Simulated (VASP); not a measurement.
# SiC (rock salt) (Fm-3m) in VASP: further runs, part 2 of 2

VASP 6.6.1. The steps go on from the part before.

### 5 Single point, PBEsol (volume scaled by 0.95)

Contents of INCAR:

```
SYSTEM = SiC
PREC = Accurate
ENCUT = 600
EDIFF = 1E-6
ISMEAR = 0
SIGMA = 0.05
LREAL = .False.
LASPH = .True.
NELM = 120
ALGO = Normal
ISIF = 2
LWAVE = .False.
LCHARG = .False.
GGA = PS
NBANDS = 11
GGA_COMPAT = .False.
```

Contents of KPOINTS:

```
regular mesh
0
Gamma
  16 16 16
  0 0 0
```

Contents of POSCAR:

```
SiC
1.0
    0.0000000000      1.9857560964      1.9857560964
    1.9857560964      0.0000000000      1.9857560964
    1.9857560964      1.9857560964      0.0000000000
Si C
1 1
Direct
    0.0000000000      0.0000000000      0.0000000000
    0.5000000000      0.5000000000      0.5000000000
```

Potentials or basis: VASP PAW PBE potentials, release 64 (Si, C).

The run is started by

```
> cat potpaw_PBE.64/Si/POTCAR potpaw_PBE.64/C/POTCAR > POTCAR
> mpirun -np 1 vasp_std > vasp.out
```

OUTCAR:

```text
SYSTEM = SiC
   PREC = Accurate
   ENCUT = 600
   EDIFF = 1E-6
   ISMEAR = 0
   LREAL = .False.
   LASPH = .True.
   NELM = 120
   ISIF = 2
   GGA = PS

 ion  position               nearest neighbor table
   1  0.000  0.000  0.000-   2 1.99   2 1.99   2 1.99   2 1.99   2 1.99   2 1.99
   2  0.500  0.500  0.500-   1 1.99   1 1.99   1 1.99   1 1.99   1 1.99   1 1.99

  LATTYP: Found a face centered cubic cell.
 ALAT       =     3.9715121928

  Lattice vectors:

 A1 = (   0.0000000000,   1.9857560964,   1.9857560964)
 A2 = (   1.9857560964,   0.0000000000,   1.9857560964)
 A3 = (   1.9857560964,   1.9857560964,   0.0000000000)
[... 513 lines left out ...]
      8      23.0918      0.00000
      9      23.7106      0.00000
     10      25.1958      0.00000
     11      26.9430      0.00000

 [... further k-points ...]
[... 5 lines left out ...]
  --------------------------------------------------------------------------------------
  -------------------------------------------------------------------------------------
  Total        1.3510884      1.3510884      1.3510884      0.0000000      0.0000000     -0.0000000
  in kB      138.2250158    138.2250158    138.2250158      0.0000000      0.0000000     -0.0000000
  external PRESSURE =     138.2250158 kB  Pullay stress =       0.0000000 kB

 VOLUME and BASIS-vectors are now :
 -----------------------------------------------------------------------------
  energy-cutoff  :      600.00
  volume of cell :       15.66
      direct lattice vectors                 reciprocal lattice vectors
     0.000000000  1.985756096  1.985756096    -0.251793259  0.251793259  0.251793259
     1.985756096  0.000000000  1.985756096     0.251793259 -0.251793259  0.251793259
     1.985756096  1.985756096  0.000000000     0.251793259  0.251793259 -0.251793259

 POSITION                                       TOTAL-FORCE (eV/Angst)
 -----------------------------------------------------------------------------------
      0.00000      0.00000      0.00000         0.000000      0.000000      0.000000
      1.98576      1.98576      1.98576        -0.000000     -0.000000     -0.000000
 -----------------------------------------------------------------------------------
    total drift:                               -0.000000     -0.000000      0.000000

  FREE ENERGIE OF THE ION-ELECTRON SYSTEM (eV)
  ---------------------------------------------------
  free  energy   TOTEN  =       -14.5713454666 eV

  energy  without entropy=      -14.5710366887  energy(sigma->0) =      -14.57119108
```

stdout:

```text
POSCAR found type information on POSCAR SiC
 POSCAR found :  2 types and       2 ions
 scaLAPACK will be used
 -----------------------------------------------------------------------------
|                                                                             |
|                                                                             |
|     You enforced a specific xc type in the INCAR file but a different       |
|     I HOPE YOU KNOW WHAT YOU ARE DOING!                                     |
|                                                                             |
 -----------------------------------------------------------------------------

 LDA part: xc-table for (Slater+PW92), standard interpolation
 POSCAR, INCAR and KPOINTS ok, starting setup
 FFT: planning ... GRIDC
 FFT: planning ... GRID_SOFT
 FFT: planning ... GRID
 WAVECAR not read
 entering main loop
```

Wall time 19 s (1 thread of Intel Xeon Platinum 8375C at 2.90GHz (Ice Lake), shared host); peak memory 0.15 GiB.

What came out:

* Free energy: -14.5713 eV
* Pressure: 13.8 GPa
* Band gap on the k mesh: zero (band 4 reaches 13.32 eV, above the bottom of band 5 at 12.73 eV)

Caveat: the cell differs from its parent crystal (volume scaled by 0.95); the PAW data sets were made with another functional, which shifts forces and pressure a little.

### 6 Single point, PBEsol

This run uses another cell than the first one, of 8.24 Å³/atom, 1.220 times its volume.

Contents of INCAR:

```
PREC = Accurate
ENCUT = 600
EDIFF = 1E-6
ISMEAR = 0
SIGMA = 0.05
LREAL = F
LASPH = T
NELM = 120
ALGO = Normal
ISIF = 2
LWAVE = F
LCHARG = F
GGA = PS
NBANDS = 11
GGA_COMPAT = F
```

Contents of KPOINTS:

```
regular mesh
0
Gamma
  16 16 16
```

Contents of POSCAR:

```
SiC
1.0
    0.0000000000      2.0200000000      2.0200000000
    2.0200000000      0.0000000000      2.0200000000
    2.0200000000      2.0200000000      0.0000000000
Si C
1 1
Direct
    0.0000000000      0.0000000000      0.0000000000
    0.5000000000      0.5000000000      0.5000000000
```

Potentials or basis: VASP PAW PBE potentials, release 64 (Si, C).

The run is started by

```
> cat potpaw_PBE.64/Si/POTCAR potpaw_PBE.64/C/POTCAR > POTCAR
> mpirun -np 1 vasp_std > vasp.out
```

OUTCAR:

```text
PREC = Accurate
   ENCUT = 600
   EDIFF = 1E-6
   ISMEAR = 0
   LREAL = F
   LASPH = T
   NELM = 120
   ISIF = 2
   GGA = PS

 ion  position               nearest neighbor table
   1  0.000  0.000  0.000-   2 2.02   2 2.02   2 2.02   2 2.02   2 2.02   2 2.02
   2  0.500  0.500  0.500-   1 2.02   1 2.02   1 2.02   1 2.02   1 2.02   1 2.02

  LATTYP: Found a face centered cubic cell.
 ALAT       =     4.0400000000

  Lattice vectors:

 A1 = (   0.0000000000,   2.0200000000,   2.0200000000)
 A2 = (   2.0200000000,   0.0000000000,   2.0200000000)
[... 513 lines left out ...]
      7      21.6005      0.00000
      8      22.0114      0.00000
      9      22.5079      0.00000
     10      23.9820      0.00000
     11      25.4870      0.00000

 [... further k-points ...]
[... 5 lines left out ...]
  --------------------------------------------------------------------------------------
  -------------------------------------------------------------------------------------
  Total       -0.0705022     -0.0705022     -0.0705022     -0.0000000     -0.0000000      0.0000000
  in kB       -6.8521884     -6.8521884     -6.8521884     -0.0000000     -0.0000000      0.0000000
  external PRESSURE =      -6.8521884 kB  Pullay stress =       0.0000000 kB

 VOLUME and BASIS-vectors are now :
 -----------------------------------------------------------------------------
  energy-cutoff  :      600.00
  volume of cell :       16.48
      direct lattice vectors                 reciprocal lattice vectors
     0.000000000  2.020000000  2.020000000    -0.247524752  0.247524752  0.247524752
     2.020000000  0.000000000  2.020000000     0.247524752 -0.247524752  0.247524752
     2.020000000  2.020000000  0.000000000     0.247524752  0.247524752 -0.247524752

 POSITION                                       TOTAL-FORCE (eV/Angst)
 -----------------------------------------------------------------------------------
      0.00000      0.00000      0.00000        -0.000000     -0.000000     -0.000000
      2.02000      2.02000      2.02000         0.000000      0.000000      0.000000
 -----------------------------------------------------------------------------------
    total drift:                               -0.000000     -0.000000      0.000000

  FREE ENERGIE OF THE ION-ELECTRON SYSTEM (eV)
  ---------------------------------------------------
  free  energy   TOTEN  =       -14.6033623840 eV

  energy  without entropy=      -14.6029114177  energy(sigma->0) =      -14.60313690
```

OSZICAR:

```text
N       E                     dE             d eps       ncg     rms          rms(c)
DAV:   1     0.365872534520E+01    0.36587E+01   -0.45122E+03  3366   0.713E+02
DAV:   2    -0.154258208111E+02   -0.19085E+02   -0.17991E+02  4042   0.114E+02
DAV:   3    -0.159581559849E+02   -0.53234E+00   -0.53079E+00  3881   0.148E+01
DAV:   4    -0.159593917851E+02   -0.12358E-02   -0.12357E-02  3502   0.861E-01
DAV:   5    -0.159593944897E+02   -0.27046E-05   -0.27046E-05  3853   0.383E-02    0.822E+00
DAV:   6    -0.146405897425E+02    0.13188E+01   -0.44028E+00  3454   0.953E+00    0.360E+00
DAV:   7    -0.146081690018E+02    0.32421E-01   -0.31951E-01  3701   0.320E+00    0.144E+00
DAV:   8    -0.146039664636E+02    0.42025E-02   -0.98382E-03  3361   0.613E-01    0.311E-01
DAV:   9    -0.146033647771E+02    0.60169E-03   -0.21414E-03  3436   0.225E-01    0.125E-01
DAV:  10    -0.146033616847E+02    0.30924E-05   -0.91928E-05  3469   0.624E-02    0.338E-02
DAV:  11    -0.146033623840E+02   -0.69926E-06   -0.25464E-06  3584   0.152E-02
   1 F= -.14603362E+02 E0= -.14603137E+02  d E =-.450966E-03
```

stdout:

```text
POSCAR found type information on POSCAR SiC
 POSCAR found :  2 types and       2 ions
 scaLAPACK will be used
 -----------------------------------------------------------------------------
|                                                                             |
|                                                                             |
|     You enforced a specific xc type in the INCAR file but a different       |
|     I HOPE YOU KNOW WHAT YOU ARE DOING!                                     |
|                                                                             |
 -----------------------------------------------------------------------------

 LDA part: xc-table for (Slater+PW92), standard interpolation
 POSCAR, INCAR and KPOINTS ok, starting setup
 FFT: planning ... GRIDC
 FFT: planning ... GRID_SOFT
 FFT: planning ... GRID
 WAVECAR not read
 entering main loop
```

It took 18 s on 1 thread of Intel Xeon Platinum 8375C at 2.90GHz (Ice Lake), shared host; peak memory 0.15 GiB.

Results:

```
Free energy            : -14.6034 eV
Pressure               : -0.7 GPa
Band gap on the k mesh : zero (band 4 reaches 12.52 eV, above the bottom of band 5 at 11.57 eV)
```

Caveat: the PAW data sets were made with another functional, which shifts forces and pressure a little.

### 7 Overview

| cell | gap on the mesh (eV) | pressure (GPa) |
| --- | --- | --- |
| a = 2.674 Å, angles 60.0°, 2 atoms | 0.55 | 77.5 |
| a = 2.717 Å, angles 60.0°, 2 atoms | 0.16 | 52.7 |
| a = 2.758 Å, angles 60.0°, 2 atoms | none | 32.9 |
| a = 2.808 Å, angles 60.0°, 2 atoms | none | 13.8 |
| a = 2.857 Å, angles 60.0°, 2 atoms | none | -0.7 |

Alike in all rows: task single point; level PBEsol; potentials or basis VASP PAW PBE potentials, release 64 (Si, C); no spin polarisation; k mesh 16 × 16 × 16; cutoff (eV) 600; smearing gaussian 0.05 eV.

Caveats: the PAW data sets were made with another functional, which shifts forces and pressure a little.

Absolute energies hang on the potentials; compare differences alone.
